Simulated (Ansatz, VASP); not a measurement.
**One calculation of Rh, two programs**

```
Rh
1.0
     2.73098    0.00000    0.00000
    -1.36549    2.36510    0.00000
     0.00000    0.00000    4.42849
Rh
2
Cartesian
  1.2948 0.7177 3.1214
  0.0000 1.5767 1.1071
```

Alike in both runs: task single point; functional PBEsol; k mesh 18 × 18 × 12; occupations gaussian, width 0.15 eV; no spin polarisation.

|  | VASP | Ansatz |
| --- | --- | --- |
| version | VASP 6.6.1 | Ansatz 0.2.0 |
| potentials or method | VASP PAW PBE potentials, release 64 (Rh_pv), cutoff 520 eV | scalar-relativistic, plane waves, PAW |
| valence electrons in the cell | 30 | 34 |

|  | VASP | Ansatz | Ansatz less VASP |
| --- | --- | --- | --- |
| gap on the k mesh at the Fermi level (eV) | none | none | - |
| pressure (GPa) | -7.8 | -7.9 | -0.07 |
| traceless stress, the component that is largest in VASP (GPa) | 2.18 | 2.13 | -0.043 |
| rms of the force components (eV/Å) | 1.080 | 1.077 | -0.0037 |

VASP's potentials were made for PBE, not for PBEsol. Atom by atom the forces differ by 0.004 eV/Å (rms over components). A gap of «none» marks a metal or a gap that the smearing closes. With one functional, cell and mesh, what is left measures potentials, basis and numerics. VASP's potentials hold 30 valence electrons a cell and Ansatz's 34, so a difference there can come from the potentials and not from the codes.
